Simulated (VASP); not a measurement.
Ru: single point with PBE

Ru:

```
Ru
1.0
     2.72356    0.00000    0.00000
    -1.36178    2.35867    0.00000
     0.00000    0.00000    4.28908
Ru
2
Direct
  0.33333 0.66667 0.25000
  0.66667 0.33333 0.75000
```

- Program: VASP 6.6.1
- Task: single point
- Functional: PBE
- Potentials or basis: VASP PAW PBE potentials, release 64 (Ru_pv)
- Cutoff: 520 eV
- k mesh: 6 × 6 × 4
- Occupations: fermi-dirac, width 0.1 eV
- Spin: no spin polarisation
- Dipole correction: no
- Further INCAR settings: ALGO = Normal; EDIFF = 1e-07; NBANDS = 21

```
Pressure               : 0.8 GPa
Band gap on the k mesh : zero (band 14 reaches 13.94 eV, above the bottom of band 15 at 11.18 eV)
```

Stress tensor (GPa, compression positive):
```
 1.93  0.00  0.00
 0.00  1.93  0.00
 0.00  0.00 -1.57
```

Levels at points of the mesh, in eV from the Fermi level:
```
           k point  band 10  band 11  band 12  band 13  band 14  band 15  band 16  band 17  band 18  band 19
(0.00, 0.00, 0.00)    -2.74    -2.53    -2.06    -2.06    -1.60    -1.60     0.95     0.95     1.13     9.99
(0.50, 0.00, 0.00)    -3.18    -2.21    -1.98    -1.67     1.16     1.58     1.69     3.77     5.80    10.23
(0.00, 0.00, 0.50)    -2.92    -2.92    -2.92    -2.84    -2.84     0.33     0.33     0.33     0.33    10.23
(0.50, 0.00, 0.50)    -4.61    -1.25    -1.25     0.23     0.23     1.42     1.42     3.13     3.13    10.15
```

It took 15 s on 1 thread of Intel Xeon 8259CL, on a shared host, peak memory 0.14 GiB.

Caveat: the k points lie up to 0.44 Å⁻¹ apart.
